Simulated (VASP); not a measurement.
Set up this calculation in VASP 6.6.1, as the native input.

```yaml
Task: single point
Functional: PBE
Potentials_or_basis: VASP PAW PBE potentials, release 64 (Pt, C)
Cutoff: 520 eV
k_mesh: 5 × 5 × 1
Occupations: gaussian, width 0.1 eV
Spin: no spin polarisation
Dipole_correction: yes
Further_INCAR_settings: ALGO = Normal; EDIFF = 1e-06; NBANDS = 74; NELMDL = -8
```

The structure of Pt12C lies in POSCAR:

```
Pt12C
1.0
    5.6143281343      0.0000000000      0.0000000000
    0.0000000000      5.6143281343      0.0000000000
    0.0000000000      0.0000000000     19.3513792319
Pt C
12 1
Direct
    0.2500000000      0.2500000000      0.2067036128
    0.2500000000      0.7500000000      0.2067036128
    0.7500000000      0.2500000000      0.2067036128
    0.7500000000      0.7500000000      0.2067036128
    0.0000000000      0.0000000000      0.3062504947
    0.0000000000      0.5000000000      0.3062504947
    0.5000000000      0.0000000000      0.3062504947
    0.5000000000      0.5000000000      0.3062504947
    0.2500000000      0.2500000000      0.4057271132
    0.2500000000      0.7500000000      0.4057271132
    0.7500000000      0.2500000000      0.4057271132
    0.7500000000      0.7500000000      0.4057271132
    0.3333333333      0.5000000000      0.4638766440
```

These files were run (other wordings do the same):

INCAR

```
SYSTEM = Pt12C
PREC = Accurate ; ENCUT = 520
EDIFF = 1E-6 ; ISMEAR = 0
SIGMA = 0.1 ; LREAL = .False.
LASPH = .True. ; NELM = 120
ALGO = Normal ; ISIF = 2
LWAVE = .False. ; LCHARG = .False.
LDIPOL = .True. ; IDIPOL = 3
DIPOL = 0.5 0.5 0.318 ; GGA = PE
NBANDS = 74 ; GGA_COMPAT = .False.
NELMDL = -8
```

KPOINTS

```
Automatic mesh
0
Gamma
  5 5 1
  0 0 0
```

Potentials or basis: VASP PAW PBE potentials, release 64 (Pt, C).

Command:

```console
$ cat potpaw_PBE.64/Pt/POTCAR potpaw_PBE.64/C/POTCAR > POTCAR
$ mpirun -np 1 vasp_std > vasp.out
```

It gave:

```
Largest force          : 1.613 eV/Å
Band gap on the k mesh : zero (bands 62 and 63 overlap by 0.43 eV)
```

Caveat: spin-orbit coupling is left out, which moves the levels of the heavy elements.

Run time: 12 min on 1 thread of Intel(R) Xeon(R) 6975P-C (Granite Rapids), with other jobs on the host, peak memory 0.71 GiB.
